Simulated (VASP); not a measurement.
A run of VASP 6.6.1 is set up as follows.

POSCAR

```
SiO2
1.0
    0.0000000000      4.5349106941      7.2333222105
    2.2718808382      0.0000000000      7.2333222105
    2.2718808382      4.5349106941      0.0000000000
Si O
4 8
Direct
    0.5616036428      0.5616036428      0.9383963572
    0.3116036428      0.3116036428      0.6883963572
    0.6883963572      0.6883963572      0.3116036428
    0.9383963572      0.9383963572      0.5616036428
    0.6250000000      0.1250000000      0.6250000000
    0.6250000000      0.6250000000      0.1250000000
    0.6250000000      0.6250000000      0.6250000000
    0.1250000000      0.6250000000      0.6250000000
    0.1745862313      0.8254137687      0.1745862313
    0.8254137687      0.1745862313      0.8254137687
    0.4245862313      0.0754137687      0.4245862313
    0.0754137687      0.4245862313      0.0754137687
```

File INCAR.step1:

```
ALGO     = Normal         # electronic algorithm
EDIFF    = 1E-4           # SCF threshold, eV
ENCUT    = 520            # plane-wave cutoff, eV
GGA      = PE             # functional
ISMEAR   = 0              # smearing method
LASPH    = True           # aspherical terms in the spheres
LCHARG   = False          # write CHGCAR
LREAL    = False          # projectors in reciprocal space
LWAVE    = True           # write WAVECAR
NBANDS   = 44             # bands
NELM     = 80             # most SCF steps
PREC     = Accurate       # precision mode
SIGMA    = 0.02           # smearing width, eV
```

Contents of INCAR.step2:

```
ALGO     = Normal         # electronic algorithm
EDIFF    = 1E-6           # SCF threshold, eV
ENCUT    = 520            # plane-wave cutoff, eV
ISIF     = 2              # what is computed and relaxed
ISMEAR   = 0              # smearing method
ISTART   = 1            
LASPH    = True           # aspherical terms in the spheres
LCHARG   = True           # write CHGCAR
LELF     = True           # ELF
LMIXTAU  = True         
LREAL    = False          # projectors in reciprocal space
LVHAR    = True         
LWAVE    = False          # write WAVECAR
METAGGA  = R2SCAN         # meta-GGA
NBANDS   = 44             # bands
NELM     = 80             # most SCF steps
PREC     = Accurate       # precision mode
SIGMA    = 0.02           # smearing width, eV
```

The input KPOINTS:

```
k-points
0
Gamma
  6 6 6
```

Potentials or basis: VASP PAW PBE potentials, release 64 (Si, O).

The run is started by

```bash
$ cat potpaw_PBE.64/Si/POTCAR potpaw_PBE.64/O/POTCAR > POTCAR
$ cp INCAR.step1 INCAR
$ mpirun -np 1 vasp_std > vasp.out
$ cp INCAR.step2 INCAR
$ mpirun -np 1 vasp_std > vasp.out
```

Task: What does it give for the pressure?

Result: 13.9 GPa.

Task: Estimate the band gap on the k mesh.

Result: 6.65 eV.

Task: What does it give for the largest force?

Result: 0.064 eV/Å.

Stress tensor (GPa, compression positive):
```
14.02  0.00  0.00
 0.00 13.66  0.00
 0.00  0.00 13.90
```

Caveat: the cell stands under pressure; the PAW data sets were made with another functional, which shifts forces and pressure a little. A k mesh can miss the band edges.
